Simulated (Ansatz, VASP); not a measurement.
## ZrS2 in VASP and in Ansatz

Contents of INCAR:

```
ALGO = Normal
EDIFF = 1E-7
EDIFFG = -0.008
ENCUT = 450
GGA = PE
GGA_COMPAT = F
IBRION = 2
ISIF = 2
ISMEAR = 0
LASPH = T
LCHARG = F
LREAL = F
LWAVE = F
NELM = 120
NELMIN = 4
NSW = 60
PREC = Accurate
SIGMA = 0.02
```

KPOINTS

```
k-points
0
Gamma
  12 12 4
```

File POSCAR:

```
ZrS2
1.0
    3.6852083125      0.0000000000      0.0000000000
   -1.8426041563      3.1914840169      0.0000000000
    0.0000000000      0.0000000000      6.8254873194
Zr S
1 2
Direct
    0.0000000000      0.0000000000      0.0000000000
    0.6666666667      0.3333333333      0.7856836137
    0.3333333333      0.6666666667      0.2143163863
```

Input for Ansatz:

```yaml
crystal:
  lattice:
    - [3.6852083125, 0.0, 0.0]
    - [-1.8426041563, 3.1914840169, 0.0]
    - [0.0, 0.0, 6.8254873194]
  atoms:
    - { symbol: Zr, position: [0.0, 0.0, 0.0] }
    - { symbol: S, position: [0.6666666667, 0.3333333333, 0.7856836137] }
    - { symbol: S, position: [0.3333333333, 0.6666666667, 0.2143163863] }
basis:
  ecutwfc: 420
kpoints:
  mp_grid: { grid: [12, 12, 4] }
hamiltonian:
  xc: pbe
scf:
  occupations: { method: gaussian, width: 0.02 }
output:
  forces: true
  stress: true
  eigenvalues: true
relax:
  adjacent_minimum: "off"
  f_tol: 0.008
  max_steps: 40
```

Change from the starting cell: strain along c alone, the other axes held, atoms relaxed: +1.0 %.

Alike in both runs: task relaxation of the atoms; functional PBE; k mesh 12 × 12 × 4; occupations gaussian, width 0.02 eV; no spin polarisation.

```csv
,VASP,Ansatz
version,VASP 6.6.1,Ansatz 0.2.0
potentials or method,"VASP PAW PBE potentials, release 64 (Zr_sv, S), cutoff 450 eV","scalar-relativistic, plane waves, PAW"
valence electrons in the cell,24,24
```

|  | VASP | Ansatz | Ansatz less VASP |
| --- | --- | --- | --- |
| gap on the k mesh at the Fermi level, each at its own relaxed structure (eV) | 1.13 | 1.14 | +0.007 |

Ansatz's warnings: stress scf threshold loose.
